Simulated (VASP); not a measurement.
# Zr12B (a cell with a defect): single point with PBE

The system is Zr12B (a cell with a defect).

```
Zr B
1.0
     6.46000    0.00000    0.00000
    -4.84500    8.39179    0.00000
     0.00000    0.00000    5.14539
Zr B
12 1
Direct
  0.12080 0.00206 0.02531
  0.09506 0.19703 0.50963
  0.98291 0.35687 0.99869
  0.12123 0.54264 0.46999
  0.91145 0.64780 0.96188
  0.26701 0.87241 0.55133
  0.67819 0.04291 0.00273
  0.62351 0.22338 0.51481
  0.45430 0.33499 0.99580
  0.58680 0.52290 0.47385
  0.45640 0.67581 0.97244
  0.74856 0.85870 0.50814
  0.29575 0.83698 0.08987
```

- Program: VASP 6.6.1
- Task: single point
- Functional: PBE
- Potentials or basis: VASP PAW PBE potentials, release 64 (Zr_sv, B)
- Cutoff: 520 eV
- k mesh: 3 × 2 × 3
- Occupations: gaussian, width 0.1 eV
- Spin: no spin polarisation
- Dipole correction: no
- Further INCAR settings: ALGO = Normal; EDIFF = 1e-06; NBANDS = 86

```json
{"Pressure": "2.9 GPa", "Largest force": "0.039 eV/Å", "Band gap on the k mesh": "zero (an odd number of electrons rules out a gap without spin polarisation)"}
```

Forces on the atoms (eV/Å):
```
Zr  -0.011 -0.035  0.010
Zr  -0.006 -0.009 -0.007
Zr  -0.004 -0.002  0.009
Zr   0.013 -0.023 -0.015
Zr  -0.004 -0.001  0.011
Zr  -0.010  0.021  0.005
Zr   0.000 -0.005 -0.007
Zr   0.003  0.009  0.021
Zr   0.011  0.018 -0.012
Zr   0.004 -0.008 -0.006
Zr  -0.019  0.004 -0.013
Zr   0.026  0.029  0.004
B   -0.003  0.001 -0.002
```

Stress tensor (GPa, compression positive):
```
 1.05  0.67 -1.40
 0.67  7.48  0.82
-1.40  0.82  0.26
```

Levels at points of the mesh, in eV from the Fermi level:
```
           k point  band 71  band 72  band 73  band 74  band 75  band 76
(0.00, 0.00, 0.00)    -0.39    -0.06     0.03     0.21     0.35     0.46
(0.00, 0.50, 0.00)    -0.34    -0.23     0.06     0.41     0.45     0.52
```

Run time: 4.2 min on 1 thread of Intel(R) Xeon(R) Platinum 8488C (Sapphire Rapids) (shared host), peak memory 0.43 GiB.

Caveat: the k points lie up to 0.41 Å⁻¹ apart, too coarse for converged energies and pressures of a metal.
